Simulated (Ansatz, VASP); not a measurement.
# ZnCu in VASP and in Ansatz

File INCAR:

```
SYSTEM = ZnCu
PREC     = Accurate       ! precision mode
ENCUT    = 520            ! plane-wave cutoff, eV
EDIFF    = 1E-6           ! SCF threshold, eV
ISMEAR   = 0              ! smearing method
SIGMA    = 0.05           ! smearing width, eV
LREAL    = .FALSE.        ! projectors in reciprocal space
LASPH    = .TRUE.         ! aspherical terms in the spheres
NELM     = 80             ! most SCF steps
ALGO     = Normal         ! electronic algorithm
ISIF     = 2              ! what is computed and relaxed
LWAVE    = .FALSE.        ! write WAVECAR
LCHARG   = .TRUE.         ! write CHGCAR
GGA      = PE             ! functional
LELF     = .TRUE.         ! ELF
LVHAR    = .TRUE.       
NBANDS   = 18             ! bands
```

File KPOINTS:

```
regular mesh
0
G
  12 12 12
  0 0 0
```

File POSCAR:

```
ZnCu
1.0
    3.0609438161      0.0000000000      0.0000000000
    0.0000000000      3.0609438161      0.0000000000
    0.0000000000      0.0000000000      3.0609438161
Zn Cu
1 1
Direct
    0.5000000000      0.5000000000      0.5000000000
    0.0000000000      0.0000000000      0.0000000000
```

Input for Ansatz:

```yaml
crystal:
  lattice:
    - [3.0609438161, 0.0, 0.0]
    - [0.0, 3.0609438161, 0.0]
    - [0.0, 0.0, 3.0609438161]
  atoms:
    - { symbol: Zn, position: [0.5, 0.5, 0.5] }
    - { symbol: Cu, position: [0.0, 0.0, 0.0] }
basis:
  ecutwfc: 420
  ecutrho_ratio: 4
kpoints:
  mp_grid: { grid: [12, 12, 12] }
hamiltonian:
  xc: pbe
scf:
  occupations: { method: gaussian, width: 0.05 }
output:
  forces: true
  stress: true
  eigenvalues: true
```

Alike in both runs: task single point; functional PBE; k mesh 12 × 12 × 12; occupations gaussian, width 0.05 eV; no spin polarisation.

```csv
,VASP,Ansatz
version,VASP 6.6.1,Ansatz 0.2.0
potentials or method,"VASP PAW PBE potentials, release 64 (Zn, Cu), cutoff 520 eV","scalar-relativistic, plane waves, PAW"
valence electrons in the cell,23,31
```

|  | VASP | Ansatz | Ansatz less VASP |
| --- | --- | --- | --- |
| gap on the k mesh at the Fermi level (eV) | none | none | - |
| pressure (GPa) | -8.1 | -8.6 | -0.42 |

A gap of «none» marks a metal or a gap that the smearing closes. The functional is the same, so the differences come from potentials, cutoffs and numerics. VASP's potentials hold 23 valence electrons a cell and Ansatz's 31, so a difference there can come from the potentials and not from the codes.
